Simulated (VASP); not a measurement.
# CuO (Cc) in VASP: notebook

CuO is run at these levels: LDA; tasks: single point.

Program: VASP 6.6.1. These are calculated values, not measurements. Logs are shortened: lines on timing, memory, paths and dates and some standing lists are left out, and cuts for length are marked.

## (1) The cell of the first run

Symmetry: Cc, No. 9, monoclinic system. Conventional cell: a = 4.626 Å, b = 3.380 Å, c = 5.063 Å, α = 90.00°, β = 99.65°, γ = 90.00°. Within 2.5 Å of Cu (site symmetry 1) lie 4 O at 1.88 to 1.99 Å. Within 2.6 Å of O (site symmetry 1) lie 4 Cu at 1.88 to 1.99 Å and 2 O at 2.59 Å.

## (2) Single point, LDA

INCAR reads:

```
PREC = Accurate
ENCUT = 820
EDIFF = 1E-6
ISMEAR = -1
SIGMA = 0.05
LREAL = F
LASPH = T
NELM = 120
ALGO = Normal
ISIF = 2
LWAVE = F
LCHARG = F
NBANDS = 33
GGA_COMPAT = F
```

KPOINTS reads:

```
Automatic mesh
0
Gamma
  10 10 5
```

POSCAR reads:

```
CuO
1.0
    2.3129616560     -1.6902431073      0.0000000000
    2.3129616560      1.6902431073      0.0000000000
   -0.8489238166      0.0000000000      4.9910572484
Cu O
2 2
Direct
    0.4968000000      0.0032000000      0.5000000000
    0.0032000000      0.4968000000      0.0000000000
    0.4056000000      0.5714000000      0.7537000000
    0.5714000000      0.4056000000      0.2537000000
```

Potentials or basis: VASP PAW LDA potentials, release 64 (Cu_sv_GW, O).

Started as:

```
$ cat potpaw_LDA.64/Cu_sv_GW/POTCAR potpaw_LDA.64/O/POTCAR > POTCAR
$ mpirun -np 1 vasp_std > vasp.out
```

OUTCAR:

```text
PREC = Accurate
   ENCUT = 820
   EDIFF = 1E-6
   ISMEAR = -1
   LREAL = F
   LASPH = T
   NELM = 120
   ISIF = 2

 ion  position               nearest neighbor table
   1  0.497  0.003  0.500-   4 1.88   3 1.91   4 1.95   3 1.99
   2  0.003  0.497  0.000-   3 1.88   4 1.91   3 1.95   4 1.99
   3  0.406  0.571  0.754-   2 1.88   1 1.91   2 1.95   1 1.99
   4  0.571  0.406  0.254-   1 1.88   2 1.91   1 1.95   2 1.99

  LATTYP: Found a base centered monoclinic cell.
 ALAT       =     4.6259233120
 B/A-ratio  =     0.7307700510
 C/A-ratio  =     1.0944277398
 COS(beta)  =    -0.1676807457

  Lattice vectors:

 A1 = (   2.3129616560,  -1.6902431073,   0.0000000000)
 A2 = (   2.3129616560,   1.6902431073,   0.0000000000)
 A3 = (  -0.8489238166,   0.0000000000,   4.9910572484)

Analysis of symmetry for initial positions (statically):
=====================================================================
 Subroutine PRICEL returns:
 Original cell was already a primitive cell.

 Routine SETGRP: Setting up the symmetry group for a
 base centered monoclinic supercell.

 Subroutine GETGRP returns: Found  2 space group operations
 (whereof  1 operations were pure point group operations)
 out of a pool of  4 trial point group operations.

The static configuration has the point symmetry C_1 .
 The point group associated with its full space group is C_1h.

Analysis of symmetry for dynamics (positions and initial velocities):
=====================================================================
 Subroutine PRICEL returns:
 Original cell was already a primitive cell.

 Routine SETGRP: Setting up the symmetry group for a
 base centered monoclinic supercell.

 Subroutine GETGRP returns: Found  2 space group operations
 (whereof  1 operations were pure point group operations)
 out of a pool of  4 trial point group operations.

The dynamic configuration has the point symmetry C_1 .
 The point group associated with its full space group is C_1h.

 Subroutine INISYM returns: Found  2 space group operations
 (whereof  1 operations are pure point group operations),
 and found     1 'primitive' translations

----------------------------------------------------------------------------------------

                                     Primitive cell

  volume of cell :      39.0248

  direct lattice vectors                    reciprocal lattice vectors
     2.312961656 -1.690243107  0.000000000     0.216173061 -0.295815435  0.036768655
     2.312961656  1.690243107  0.000000000     0.216173061  0.295815435  0.036768655
    -0.848923817  0.000000000  4.991057248     0.000000000  0.000000000  0.200358351

  length of vectors
     2.864736181  2.864736181  5.062738795     0.368224792  0.368224792  0.200358351

  position of ions in fractional coordinates (direct lattice)
     0.496800000  0.003200000  0.500000000
     0.003200000  0.496800000  0.000000000
     0.405600000  0.571400000  0.753700000
     0.571400000  0.405600000  0.253700000

  ion indices of the primitive-cell ions
   primitive index   ion index
                 1           1
                 2           2
                 3           3
                 4           4

----------------------------------------------------------------------------------------

 KPOINTS: Automatic mesh

Automatic generation of k-mesh.
 Grid dimensions read from file:
 generate k-points for:   10   10    5

 Generating k-lattice:

  Cartesian coordinates                     Fractional coordinates (reciprocal lattice)
     0.021617306 -0.029581543  0.003676865     0.100000000  0.000000000 -0.000000000
     0.021617306  0.029581543  0.003676865     0.000000000  0.100000000 -0.000000000
     0.000000000  0.000000000  0.040071670     0.000000000  0.000000000  0.200000000

  Length of vectors
     0.036822479  0.036822479  0.040071670

  Shift w.r.t. Gamma in fractional coordinates (k-lattice)
     0.000000000  0.000000000  0.000000000

 Subroutine IBZKPT returns following result:
 ===========================================

 Found    141 irreducible k-points:

 Following reciprocal coordinates:
            Coordinates               Weight
  0.000000  0.000000  0.000000      1.000000
  0.100000  0.000000  0.000000      4.000000
  0.200000  0.000000  0.000000      4.000000
  0.300000 -0.000000  0.000000      4.000000
  0.400000 -0.000000  0.000000      4.000000
  0.500000  0.000000  0.000000      2.000000
[... 16 lines left out ...]
  0.300000  0.300000  0.000000      2.000000
  0.400000  0.300000  0.000000      4.000000
 [... further k-points ...]
   k-points           NKPTS =    141   k-points in BZ     NKDIM =    141   number of bands    NBANDS=     33
   number of dos      NEDOS =    301   number of ions     NIONS =      4
   total plane-waves  NPLWV =  37632
   dimension x,y,z NGX =    28 NGY =   28 NGZ =   48
   dimension x,y,z NGXF=    56 NGYF=   56 NGZF=   96
   ions per type =               2   2
   NGX,Y,Z   is equivalent  to a cutoff of  16.25, 16.25, 15.76 a.u.
   NGXF,Y,Z  is equivalent  to a cutoff of  32.50, 32.50, 31.52 a.u.
 SYSTEM =  unknown system
   PREC   = accura    normal or accurate (medium, high low for compatibility)
   ISTART =      0    job   : 0-new  1-cont  2-samecut
   ICHARG =      2    charge: 1-file 2-atom 10-const
   ISPIN  =      1    spin polarized calculation?
   LNONCOLLINEAR =      F non collinear calculations
   LSORBIT =      F    spin-orbit coupling
   LASPH  =      T    aspherical Exc in radial PAW
   ENCUT  =  820.0 eV  60.27 Ry    7.76 a.u.   6.69  6.69 11.82*2*pi/ulx,y,z
   NELM   =    120;   NELMIN=  2; NELMDL= -5     # of ELM steps
   EDIFF  = 0.1E-05   stopping-criterion for ELM
   LREAL  =      F    real-space projection
   EDIFFG = 0.1E-04   stopping-criterion for IOM
   NSW    =      0    number of steps for IOM
   IBRION =     -1    ionic relax: 0-MD 1-quasi-New 2-CG
   NFREE  =      0    steps in history (QN), initial steepest desc. (CG)
   ISIF   =      2    stress and relaxation
   ISYM   =      2    0-nonsym 1-usesym 2-fastsym
   POTIM  = 0.5000    time-step for ionic-motion
   TEBEG  =    0.0;   TEEND  =   0.0 temperature during run
   PSTRESS=    0.0 pullay stress
   NELECT =      50.0000    total number of electrons
   NUPDOWN=      -1.0000    fix difference up-down
   EMIN   =  10.00;   EMAX   =-10.00  energy-range for DOS
   EFERMI =   0.00;   METHOD = LEGACY
   ISMEAR =    -1;   SIGMA  =   0.05  broadening in eV -4-tet -1-fermi 0-gaus
   EFERMI_NEDOS =   21; number of points for ismear=-14 and -15
   IALGO  =     38    algorithm
   IMIX   =      4    mixing-type and parameters
     AMIX     =   0.40;   BMIX     =  1.00
     AMIX_MAG =   1.60;   BMIX_MAG =  1.00
  volume/ion in A,a.u.               =       9.76        65.84
  Fermi-wavevector in a.u.,A,eV,Ry     =   1.778081  3.360085 43.015781  3.161571
  Thomas-Fermi vector in A             =   2.843345
   LORBIT       =      0    0 simple, 1 ext, 2 COOP (PROOUT), +10 PAW based schemes
   GGA     = CA    functional components
   LHFCALC =     F    Hartree Fock is set to
   AEXX    =    0.0000 exact exchange contribution
   IVDW    =     0    specifies the selected vdW correction
   LEPSILON=     F    determine dielectric tensor
   LRPA    =     F    only Hartree local field effects (RPA)
 non-spin polarized calculation
  energy-cutoff  :      820.00
  volume of cell :       39.02
 maximum number of plane-waves:      2097
   NGX = 13   NGY = 13   NGZ = 23

 number of electron      50.0000006 magnetization

 Free energy of the ion-electron system (eV)
  ---------------------------------------------------
  ext. energy  EPLUGINS =         0.00000000
  ---------------------------------------------------
  free energy    TOTEN  =       -23.48270514 eV

  energy without entropy =      -23.46409275  energy(sigma->0) =      -23.47339895

 E-fermi :   5.8543     XC(G=0): -13.0820

 val. band max:        5.8401665747   @ k =   0.5000   0.1000   0.2000
 cond. band min:       5.8629927469   @ k =  -0.1000   0.0000   0.4000
 fundamental gap:      0.0228261722
 Fermi energy:         5.8543269158

 k-point     1 :       0.0000    0.0000    0.0000
  band No.  band energies     occupation
      1    -105.7673      2.00000
      2    -105.7665      2.00000
      3     -63.8832      2.00000
      4     -63.8828      2.00000
      5     -63.8538      2.00000
      6     -63.8419      2.00000
[... 25 lines left out ...]
     32      22.2132      0.00000
     33      22.7642      0.00000

 k-point     2 :       0.1000    0.0000    0.0000
  band No.  band energies     occupation
      1    -105.7672      2.00000
      2    -105.7664      2.00000
      3     -63.8847      2.00000
      4     -63.8830      2.00000
      5     -63.8534      2.00000
      6     -63.8422      2.00000
[... 25 lines left out ...]
     32      21.8008      0.00000
     33      23.0205      0.00000

 k-point     3 :       0.2000    0.0000    0.0000
  band No.  band energies     occupation
      1    -105.7669      2.00000
      2    -105.7663      2.00000
      3     -63.8887      2.00000
      4     -63.8832      2.00000
      5     -63.8525      2.00000
      6     -63.8428      2.00000
[... 25 lines left out ...]
     32      20.9186      0.00000
     33      22.5333      0.00000

 k-point     4 :       0.3000   -0.0000    0.0000
  band No.  band energies     occupation
      1    -105.7666      2.00000
      2    -105.7660      2.00000
      3     -63.8939      2.00000
      4     -63.8834      2.00000
      5     -63.8510      2.00000
      6     -63.8438      2.00000
[... 673 lines left out ...]
     32      19.6901      0.00000
     33      20.3490      0.00000

 k-point    23 :       0.3000    0.3000    0.0000
  band No.  band energies     occupation
      1    -105.7658      2.00000
      2    -105.7655      2.00000
      3     -63.8954      2.00000
      4     -63.8920      2.00000
      5     -63.8516      2.00000
      6     -63.8422      2.00000
[... 25 lines left out ...]
     32      20.5199      0.00000
     33      20.8483      0.00000

 k-point    24 :       0.4000    0.3000    0.0000
  band No.  band energies     occupation
      1    -105.7656      2.00000
      2    -105.7653      2.00000
      3     -63.8987      2.00000
      4     -63.8930      2.00000
      5     -63.8508      2.00000
      6     -63.8426      2.00000
[... 25 lines left out ...]
     32      19.3075      0.00000
     33      20.4029      0.00000

 [... further k-points ...]

------------------------ aborting loop because EDIFF is reached ----------------------------------------

  FORCE on cell =-STRESS in cart. coord.  units (eV):
  Direction    XX          YY          ZZ          XY          YZ          ZX
  --------------------------------------------------------------------------------------
  -------------------------------------------------------------------------------------
  Total       -0.7215871     -0.1524280     -0.8883293      0.0000000      0.0000000     -0.3459576
  in kB      -29.6250587     -6.2579935    -36.4707285      0.0000000      0.0000000    -14.2034318
  external PRESSURE =     -24.1179269 kB  Pullay stress =       0.0000000 kB

 VOLUME and BASIS-vectors are now :
 -----------------------------------------------------------------------------
  energy-cutoff  :      820.00
  volume of cell :       39.02
      direct lattice vectors                 reciprocal lattice vectors
     2.312961656 -1.690243107  0.000000000     0.216173061 -0.295815435  0.036768655
     2.312961656  1.690243107  0.000000000     0.216173061  0.295815435  0.036768655
    -0.848923817  0.000000000  4.991057248     0.000000000  0.000000000  0.200358351

 POSITION                                       TOTAL-FORCE (eV/Angst)
 -----------------------------------------------------------------------------------
      0.73202     -0.83430      2.49553        -0.677453     -0.374017      0.262144
      1.15648      0.83430      0.00000        -0.677453      0.374017      0.262144
      1.61993      0.28024      3.76176         0.677453     -0.364046     -0.262144
      2.04439     -0.28024      1.26623         0.677453      0.364046     -0.262144
 -----------------------------------------------------------------------------------
    total drift:                                0.000383      0.000000      0.000491

  FREE ENERGIE OF THE ION-ELECTRON SYSTEM (eV)
  ---------------------------------------------------
  free  energy   TOTEN  =       -23.4827051415 eV

  energy  without entropy=      -23.4640927525  energy(sigma->0) =      -23.47339895
```

It took 5.5 min on 1 thread of Intel Xeon Platinum 8259CL at 2.50GHz (Skylake/Cascade Lake), shared host; peak memory 0.42 GiB.

Results:

| Property | Result |
| --- | --- |
| Free energy | -23.4827 eV |
| Pressure | -2.4 GPa |
| Largest force | 0.817 eV/Å |
| Band gap on the k mesh | zero (bands 25 and 26 overlap by 0.60 eV) |

Forces on the atoms (eV/Å):
```
Cu  -0.677 -0.374  0.262
Cu  -0.677  0.374  0.262
O    0.677 -0.364 -0.262
O    0.677  0.364 -0.262
```

Caveat: semilocal functionals often make such compounds metallic where correlation or magnetic order opens a gap, which also shifts bond lengths.

## (3) Single point, LDA

This run uses another cell than the first one, of 10.77 Å³/atom.

INCAR reads:

```
SYSTEM = CuO
PREC = Accurate
ENCUT = 820
EDIFF = 1E-6
ISMEAR = -1
SIGMA = 0.05
LREAL = .False.
LASPH = .True.
NELM = 120
ALGO = Normal
ISIF = 2
LWAVE = .False.
LCHARG = .True.
GGA = CA
LELF = .True.
LVHAR = .True.
NBANDS = 33
GGA_COMPAT = .False.
```

KPOINTS reads:

```
Automatic mesh
0
Gamma
  10 10 5
  0 0 0
```

POSCAR reads:

```
CuO
1.0
    2.3906352041     -1.7470046099      0.0000000000
    2.3906352041      1.7470046099      0.0000000000
   -0.8774322550      0.0000000000      5.1586662202
Cu O
2 2
Direct
    0.4968000000      0.0032000000      0.5000000000
    0.0032000000      0.4968000000      0.0000000000
    0.4056000000      0.5714000000      0.7537000000
    0.5714000000      0.4056000000      0.2537000000
```

Potentials or basis: VASP PAW LDA potentials, release 64 (Cu_sv_GW, O).

Started as:

```
$ cat potpaw_LDA.64/Cu_sv_GW/POTCAR potpaw_LDA.64/O/POTCAR > POTCAR
$ mpirun -np 1 vasp_std > vasp.out
```

OUTCAR:

```text
SYSTEM = CuO
   PREC = Accurate
   ENCUT = 820
   EDIFF = 1E-6
   ISMEAR = -1
   LREAL = .False.
   LASPH = .True.
   NELM = 120
   ISIF = 2
   GGA = CA

 ion  position               nearest neighbor table
   1  0.497  0.003  0.500-   4 1.94   3 1.97   4 2.02   3 2.06
   2  0.003  0.497  0.000-   3 1.94   4 1.97   3 2.02   4 2.06
   3  0.406  0.571  0.754-   2 1.94   1 1.97   2 2.02   1 2.06
   4  0.571  0.406  0.254-   1 1.94   2 1.97   1 2.02   2 2.06

  LATTYP: Found a base centered monoclinic cell.
 ALAT       =     4.7812704082
 B/A-ratio  =     0.7307700509
 C/A-ratio  =     1.0944277397
 COS(beta)  =    -0.1676807457

  Lattice vectors:

 A1 = (   2.3906352041,  -1.7470046099,   0.0000000000)
 A2 = (   2.3906352041,   1.7470046099,   0.0000000000)
 A3 = (  -0.8774322550,   0.0000000000,   5.1586662202)

Analysis of symmetry for initial positions (statically):
=====================================================================
 Subroutine PRICEL returns:
 Original cell was already a primitive cell.

 Routine SETGRP: Setting up the symmetry group for a
 base centered monoclinic supercell.

 Subroutine GETGRP returns: Found  2 space group operations
[... 172 lines left out ...]
 val. band max:        4.4989178581   @ k =  -0.4000   0.2000   0.4000
 cond. band min:       4.5115592085   @ k =   0.5000   0.2000   0.4000
 fundamental gap:      0.0126413504
 Fermi energy:         4.5067630677

 k-point     1 :       0.0000    0.0000    0.0000
  band No.  band energies     occupation
      1    -106.7806      2.00000
      2    -106.7801      2.00000
      3     -64.8906      2.00000
      4     -64.8902      2.00000
      5     -64.8640      2.00000
      6     -64.8567      2.00000
[... 853 lines left out ...]
     32      17.2519      0.00000
     33      18.4462      0.00000

 [... further k-points ...]

------------------------ aborting loop because EDIFF is reached ----------------------------------------

  FORCE on cell =-STRESS in cart. coord.  units (eV):
  Direction    XX          YY          ZZ          XY          YZ          ZX
  --------------------------------------------------------------------------------------
  -------------------------------------------------------------------------------------
  Total       -5.1786361     -3.4099231     -5.9417065      0.0000000      0.0000000      0.2637565
  in kB     -192.5534014   -126.7886497   -220.9260824      0.0000000      0.0000000      9.8070612
  external PRESSURE =    -180.0893778 kB  Pullay stress =       0.0000000 kB

 VOLUME and BASIS-vectors are now :
 -----------------------------------------------------------------------------
  energy-cutoff  :      820.00
  volume of cell :       43.09
      direct lattice vectors                 reciprocal lattice vectors
     2.390635204 -1.747004610  0.000000000     0.209149434 -0.286204168  0.035574013
     2.390635204  1.747004610  0.000000000     0.209149434  0.286204168  0.035574013
    -0.877432255  0.000000000  5.158666220     0.000000000  0.000000000  0.193848556

 POSITION                                       TOTAL-FORCE (eV/Angst)
 -----------------------------------------------------------------------------------
      0.75660     -0.86232      2.57933        -0.455775     -0.208377      0.162227
      1.19532      0.86232      0.00000        -0.455775      0.208377      0.162227
      1.67433      0.28965      3.88809         0.455775     -0.640018     -0.162227
      2.11305     -0.28965      1.30875         0.455775      0.640018     -0.162227
 -----------------------------------------------------------------------------------
    total drift:                                0.001259      0.000000      0.000437

  FREE ENERGIE OF THE ION-ELECTRON SYSTEM (eV)
  ---------------------------------------------------
  free  energy   TOTEN  =       -23.2288788449 eV

  energy  without entropy=      -23.2088158791  energy(sigma->0) =      -23.21884736
```

Run time: 8.9 min. Hardware: 1 thread of AMD EPYC 7R13 (Zen 3), shared host; peak memory 0.42 GiB.

Results:

```
Free energy            : -23.2289 eV
Pressure               : -18.0 GPa
Largest force          : 0.802 eV/Å
Band gap on the k mesh : zero (bands 25 and 26 overlap by 0.59 eV)
```

Forces in eV/Å, atoms in the order of the input:
```
Cu  -0.456 -0.208  0.162
Cu  -0.456  0.208  0.162
O    0.456 -0.640 -0.162
O    0.456  0.640 -0.162
```

Caveat: the stress differs along the axes, from -22 to -13 GPa; semilocal functionals often make such compounds metallic where correlation or magnetic order opens a gap, which also shifts bond lengths. With open d or f shells a metallic result of LDA can be an artefact of self-interaction; +U or a hybrid may open a gap.

The gap in the log of VASP goes by the Fermi energy; the results here count the filled bands.